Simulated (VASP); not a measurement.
# Al (Fm-3m) in VASP: a series of runs

Al is run at these levels: revPBE; tasks: single point, relaxation of cell and atoms.

All numbers are computed with VASP 6.6.1; they aren't measurements. Logs are shortened: lines on timing, memory, paths and dates and some standing lists are left out, and cuts for length are marked.

## Step 1: The cell of the first run

The structure is cubic, space group Fm-3m (No. 225). The conventional cell has a = 4.059 Å, b = 4.059 Å, c = 4.059 Å, α = 90.00°, β = 90.00°, γ = 90.00°. Within 3.8 Å of Al (site symmetry m-3m) lie 12 Al at 2.87 Å.

## Step 2: Single point, revPBE

Input file INCAR:

```
  PREC = Accurate
  ENCUT = 520
  EDIFF = 1E-7
  ISMEAR = -1
  SIGMA = 0.1
  LREAL = False
  LASPH = True
  NELM = 80
  ALGO = Normal
  ISIF = 2
  LWAVE = False
  LCHARG = True
  GGA = RE
  LELF = True
  LVHAR = True
  NBANDS = 8
```

Input file KPOINTS:

```
regular mesh
0
Gamma
  13 13 13
```

Input file POSCAR:

```
Al
1.0
    0.0000000000      2.0295462554      2.0295462554
    2.0295462554      0.0000000000      2.0295462554
    2.0295462554      2.0295462554      0.0000000000
Al
1
Direct
    0.0000000000      0.0000000000      0.0000000000
```

Potentials or basis: VASP PAW PBE potentials, release 64 (Al).

On the command line:

```console
cat potpaw_PBE.64/Al/POTCAR > POTCAR
mpirun -np 1 vasp_std > vasp.out
```

OUTCAR:

```text
PREC = Accurate
   ENCUT = 520
   EDIFF = 1E-7
   ISMEAR = -1
   LREAL = False
   LASPH = True
   NELM = 80
   ISIF = 2
   GGA = RE

 ion  position               nearest neighbor table
   1  0.000  0.000  0.000-

  LATTYP: Found a face centered cubic cell.
 ALAT       =     4.0590925108

  Lattice vectors:

 A1 = (   0.0000000000,   2.0295462554,   2.0295462554)
 A2 = (   2.0295462554,   0.0000000000,   2.0295462554)
 A3 = (   2.0295462554,   2.0295462554,   0.0000000000)

Analysis of symmetry for initial positions (statically):
=====================================================================
 Subroutine PRICEL returns:
 Original cell was already a primitive cell.

 Routine SETGRP: Setting up the symmetry group for a
 face centered cubic supercell.

 Subroutine GETGRP returns: Found 48 space group operations
 (whereof 48 operations were pure point group operations)
 out of a pool of 48 trial point group operations.

The static configuration has the point symmetry O_h .

Analysis of symmetry for dynamics (positions and initial velocities):
=====================================================================
 Subroutine PRICEL returns:
 Original cell was already a primitive cell.

 Routine SETGRP: Setting up the symmetry group for a
 face centered cubic supercell.

 Subroutine GETGRP returns: Found 48 space group operations
 (whereof 48 operations were pure point group operations)
 out of a pool of 48 trial point group operations.

The dynamic configuration has the point symmetry O_h .

 Subroutine INISYM returns: Found 48 space group operations
 (whereof 48 operations are pure point group operations),
 and found     1 'primitive' translations

----------------------------------------------------------------------------------------

                                     Primitive cell

  volume of cell :      16.7196

  direct lattice vectors                    reciprocal lattice vectors
     0.000000000  2.029546255  2.029546255    -0.246360485  0.246360485  0.246360485
     2.029546255  0.000000000  2.029546255     0.246360485 -0.246360485  0.246360485
     2.029546255  2.029546255  0.000000000     0.246360485  0.246360485 -0.246360485

  length of vectors
     2.870211840  2.870211840  2.870211840     0.426708877  0.426708877  0.426708877

  position of ions in fractional coordinates (direct lattice)
     0.000000000  0.000000000  0.000000000

  ion indices of the primitive-cell ions
   primitive index   ion index
                 1           1

----------------------------------------------------------------------------------------

 KPOINTS: regular mesh

Automatic generation of k-mesh.
 Grid dimensions read from file:
 generate k-points for:   13   13   13

 Generating k-lattice:

  Cartesian coordinates                     Fractional coordinates (reciprocal lattice)
    -0.018950807  0.018950807  0.018950807     0.076923077  0.000000000  0.000000000
     0.018950807 -0.018950807  0.018950807     0.000000000  0.076923077  0.000000000
     0.018950807  0.018950807 -0.018950807     0.000000000  0.000000000  0.076923077

  Length of vectors
     0.032823760  0.032823760  0.032823760

  Shift w.r.t. Gamma in fractional coordinates (k-lattice)
     0.000000000  0.000000000  0.000000000

 Subroutine IBZKPT returns following result:
 ===========================================

 Found     84 irreducible k-points:

 Following reciprocal coordinates:
            Coordinates               Weight
  0.000000  0.000000  0.000000      1.000000
  0.076923  0.000000  0.000000      8.000000
  0.153846  0.000000  0.000000      8.000000
  0.230769  0.000000  0.000000      8.000000
  0.307692  0.000000  0.000000      8.000000
  0.384615  0.000000  0.000000      8.000000
[... 16 lines left out ...]
  0.384615  0.153846  0.000000     24.000000
  0.461538  0.153846  0.000000     24.000000
 [... further k-points ...]
   k-points           NKPTS =     84   k-points in BZ     NKDIM =     84   number of bands    NBANDS=      8
   number of dos      NEDOS =    301   number of ions     NIONS =      1
   total plane-waves  NPLWV =  13824
   dimension x,y,z NGX =    24 NGY =   24 NGZ =   24
   dimension x,y,z NGXF=    48 NGYF=   48 NGZF=   48
   ions per type =               1
   NGX,Y,Z   is equivalent  to a cutoff of  13.90, 13.90, 13.90 a.u.
   NGXF,Y,Z  is equivalent  to a cutoff of  27.80, 27.80, 27.80 a.u.
 SYSTEM =  unknown system
   PREC   = accura    normal or accurate (medium, high low for compatibility)
   ISTART =      0    job   : 0-new  1-cont  2-samecut
   ICHARG =      2    charge: 1-file 2-atom 10-const
   ISPIN  =      1    spin polarized calculation?
   LNONCOLLINEAR =      F non collinear calculations
   LSORBIT =      F    spin-orbit coupling
   LASPH  =      T    aspherical Exc in radial PAW
   ENCUT  =  520.0 eV  38.22 Ry    6.18 a.u.   5.34  5.34  5.34*2*pi/ulx,y,z
   NELM   =     80;   NELMIN=  2; NELMDL= -5     # of ELM steps
   EDIFF  = 0.1E-06   stopping-criterion for ELM
   LREAL  =      F    real-space projection
   EDIFFG = 0.1E-05   stopping-criterion for IOM
   NSW    =      0    number of steps for IOM
   IBRION =     -1    ionic relax: 0-MD 1-quasi-New 2-CG
   NFREE  =      0    steps in history (QN), initial steepest desc. (CG)
   ISIF   =      2    stress and relaxation
   ISYM   =      2    0-nonsym 1-usesym 2-fastsym
   POTIM  = 0.5000    time-step for ionic-motion
   TEBEG  =    0.0;   TEEND  =   0.0 temperature during run
   PSTRESS=    0.0 pullay stress
   NELECT =       3.0000    total number of electrons
   NUPDOWN=      -1.0000    fix difference up-down
   EMIN   =  10.00;   EMAX   =-10.00  energy-range for DOS
   EFERMI =   0.00;   METHOD = LEGACY
   ISMEAR =    -1;   SIGMA  =   0.10  broadening in eV -4-tet -1-fermi 0-gaus
   EFERMI_NEDOS =   21; number of points for ismear=-14 and -15
   IALGO  =     38    algorithm
   IMIX   =      4    mixing-type and parameters
     AMIX     =   0.40;   BMIX     =  1.00
     AMIX_MAG =   1.60;   BMIX_MAG =  1.00
  volume/ion in A,a.u.               =      16.72       112.83
  Fermi-wavevector in a.u.,A,eV,Ry     =   0.923364  1.744905 11.600343  0.852601
  Thomas-Fermi vector in A             =   2.048993
   LORBIT       =      0    0 simple, 1 ext, 2 COOP (PROOUT), +10 PAW based schemes
   GGA     = RE    functional components
   LHFCALC =     F    Hartree Fock is set to
   AEXX    =    0.0000 exact exchange contribution
   IVDW    =     0    specifies the selected vdW correction
   LEPSILON=     F    determine dielectric tensor
   LRPA    =     F    only Hartree local field effects (RPA)
 non-spin polarized calculation
  energy-cutoff  :      520.00
  volume of cell :       16.72
 maximum number of plane-waves:       465
 NGX is ok and might be reduce to    24
   NGX = 11   NGY = 11   NGZ = 11

 number of electron       3.0000000 magnetization

 Free energy of the ion-electron system (eV)
  ---------------------------------------------------
  ext. energy  EPLUGINS =         0.00000000
  ---------------------------------------------------
  free energy    TOTEN  =        -3.55770811 eV

  energy without entropy =       -3.54327088  energy(sigma->0) =       -3.55048949

 E-fermi :   7.8770     XC(G=0): -10.1075

 val. band max:        7.8679565677   @ k =  -0.2308   0.3846   0.1538
 cond. band min:       7.9436418685   @ k =   0.4615   0.2308   0.0000
 fundamental gap:      0.0756853008
 Fermi energy:         7.8770146300

 k-point     1 :       0.0000    0.0000    0.0000
  band No.  band energies     occupation
      1      -3.1080      2.00000
      2      20.4626      0.00000
      3      20.4626      0.00000
      4      20.4626      0.00000
      5      21.9606      0.00000
      6      21.9606      0.00000
      7      21.9606      0.00000
      8      24.2483      0.00000

 k-point     2 :       0.0769    0.0000    0.0000
  band No.  band energies     occupation
      1      -2.9485      2.00000
      2      18.1232      0.00000
      3      19.9607      0.00000
      4      19.9607      0.00000
      5      22.5976      0.00000
      6      22.7087      0.00000
      7      22.7087      0.00000
      8      25.8366      0.00000

 k-point     3 :       0.1538    0.0000    0.0000
  band No.  band energies     occupation
      1      -2.4712      2.00000
      2      15.0377      0.00000
      3      19.2998      0.00000
      4      19.2998      0.00000
      5      22.4541      0.00000
      6      23.8461      0.00000
      7      23.8461      0.00000
      8      25.0945      0.00000

 k-point     4 :       0.2308    0.0000    0.0000
  band No.  band energies     occupation
      1      -1.6792      2.00000
      2      12.0641      0.00000
      3      18.8442      0.00000
      4      18.8442      0.00000
      5      22.2181      0.00000
      6      22.9391      0.00000
      7      22.9391      0.00000
      8      26.2171      0.00000

 k-point     5 :       0.3077    0.0000    0.0000
  band No.  band energies     occupation
      1      -0.5776      2.00000
      2       9.2986      0.00000
      3      18.6409      0.00000
      4      18.6409      0.00000
      5      21.6074      0.00000
      6      21.6074      0.00000
      7      22.1303      0.00000
      8      25.5476      0.00000

 k-point     6 :       0.3846    0.0000    0.0000
  band No.  band energies     occupation
      1       0.8266      2.00000
      2       6.7767      1.99997
      3      18.7009      0.00000
      4      18.7009      0.00000
      5      20.4877      0.00000
      6      20.4877      0.00000
      7      22.2781      0.00000
      8      24.3626      0.00000

 k-point     7 :       0.4615    0.0000    0.0000
  band No.  band energies     occupation
      1       2.5227      2.00000
      2       4.5198      2.00000
      3      19.0279      0.00000
      4      19.0279      0.00000
      5      19.6252      0.00000
      6      19.6252      0.00000
      7      22.6907      0.00000
      8      23.4104      0.00000

 k-point     8 :       0.0769    0.0769    0.0000
  band No.  band energies     occupation
      1      -2.8954      2.00000
      2      18.9203      0.00000
      3      18.9203      0.00000
      4      19.2000      0.00000
      5      21.4664      0.00000
      6      23.8144      0.00000
      7      23.8144      0.00000
      8      24.8890      0.00000

 k-point     9 :       0.1538    0.0769    0.0000
  band No.  band energies     occupation
      1      -2.5241      2.00000
      2      16.1329      0.00000
      3      18.0945      0.00000
      4      19.2991      0.00000
      5      21.7855      0.00000
      6      23.0730      0.00000
      7      24.1815      0.00000
      8      25.1029      0.00000

 k-point    10 :       0.2308    0.0769    0.0000
  band No.  band energies     occupation
      1      -1.8372      2.00000
      2      13.1426      0.00000
      3      17.5249      0.00000
      4      18.9765      0.00000
      5      21.1855      0.00000
      6      23.3553      0.00000
      7      24.0623      0.00000
      8      24.9799      0.00000
[... 78 lines left out ...]
 k-point    18 :      -0.1538    0.0769    0.0000
  band No.  band energies     occupation
      1      -2.1010      2.00000
      2      14.0963      0.00000
      3      16.7722      0.00000
      4      20.7313      0.00000
      5      22.4411      0.00000
      6      23.2440      0.00000
      7      23.7665      0.00000
      8      24.2095      0.00000

 k-point    19 :      -0.0769    0.0769    0.0000
  band No.  band energies     occupation
      1      -2.6831      2.00000
      2      16.8353      0.00000
      3      17.7252      0.00000
      4      20.8762      0.00000
      5      22.2109      0.00000
      6      23.1390      0.00000
      7      24.0318      0.00000
      8      24.6214      0.00000

 k-point    20 :       0.1538    0.1538    0.0000
  band No.  band energies     occupation
      1      -2.2595      2.00000
      2      17.1522      0.00000
      3      17.1522      0.00000
      4      17.3221      0.00000
      5      20.3602      0.00000
      6      20.9739      0.00000
      7      26.4575      0.00000
      8      26.4575      0.00000

 k-point    21 :       0.2308    0.1538    0.0000
  band No.  band energies     occupation
      1      -1.6791      2.00000
      2      14.4207      0.00000
      3      16.4797      0.00000
      4      17.7356      0.00000
      5      19.0922      0.00000
      6      20.6521      0.00000
      7      26.9843      0.00000
      8      27.0576      0.00000

 k-point    22 :       0.3077    0.1538    0.0000
  band No.  band energies     occupation
      1      -0.7868      2.00000
      2      11.5903      0.00000
      3      16.0785      0.00000
      4      17.3690      0.00000
      5      17.7402      0.00000
      6      22.2036      0.00000
      7      25.9851      0.00000
      8      26.9954      0.00000

 k-point    23 :       0.3846    0.1538    0.0000
  band No.  band energies     occupation
      1       0.4115      2.00000
      2       8.9375      0.00005
      3      15.9488      0.00000
      4      16.0558      0.00000
      5      17.6436      0.00000
      6      24.1991      0.00000
      7      24.8151      0.00000
      8      27.0818      0.00000

 k-point    24 :       0.4615    0.1538    0.0000
  band No.  band energies     occupation
      1       1.9077      2.00000
      2       6.5204      2.00000
      3      14.9661      0.00000
      4      16.0912      0.00000
      5      17.8342      0.00000
      6      23.8230      0.00000
      7      25.8264      0.00000
      8      27.6595      0.00000

 [... further k-points ...]

------------------------ aborting loop because EDIFF is reached ----------------------------------------

  FORCE on cell =-STRESS in cart. coord.  units (eV):
  Direction    XX          YY          ZZ          XY          YZ          ZX
  --------------------------------------------------------------------------------------
  -------------------------------------------------------------------------------------
  Total       -0.0172915     -0.0172915     -0.0172915      0.0000000      0.0000000     -0.0000000
  in kB       -1.6569789     -1.6569789     -1.6569789      0.0000000      0.0000000     -0.0000000
  external PRESSURE =      -1.6569789 kB  Pullay stress =       0.0000000 kB

 VOLUME and BASIS-vectors are now :
 -----------------------------------------------------------------------------
  energy-cutoff  :      520.00
  volume of cell :       16.72
      direct lattice vectors                 reciprocal lattice vectors
     0.000000000  2.029546255  2.029546255    -0.246360485  0.246360485  0.246360485
     2.029546255  0.000000000  2.029546255     0.246360485 -0.246360485  0.246360485
     2.029546255  2.029546255  0.000000000     0.246360485  0.246360485 -0.246360485

 POSITION                                       TOTAL-FORCE (eV/Angst)
 -----------------------------------------------------------------------------------
      0.00000      0.00000      0.00000        -0.000000      0.000000      0.000000
 -----------------------------------------------------------------------------------
    total drift:                               -0.000000      0.000000      0.000000

  FREE ENERGIE OF THE ION-ELECTRON SYSTEM (eV)
  ---------------------------------------------------
  free  energy   TOTEN  =        -3.5577081100 eV

  energy  without entropy=       -3.5432708779  energy(sigma->0) =       -3.55048949
```

It took 5.6 s on 1 thread of Intel Xeon Platinum 8375C at 2.90GHz (Ice Lake), shared host; peak memory 0.13 GiB.

Results:

| Property | Result |
| --- | --- |
| Free energy | -3.5577 eV |
| Pressure | -0.2 GPa |

Caveat: the PAW data sets were made with another functional, which shifts forces and pressure a little.

(Continued in part 2 of 2.)
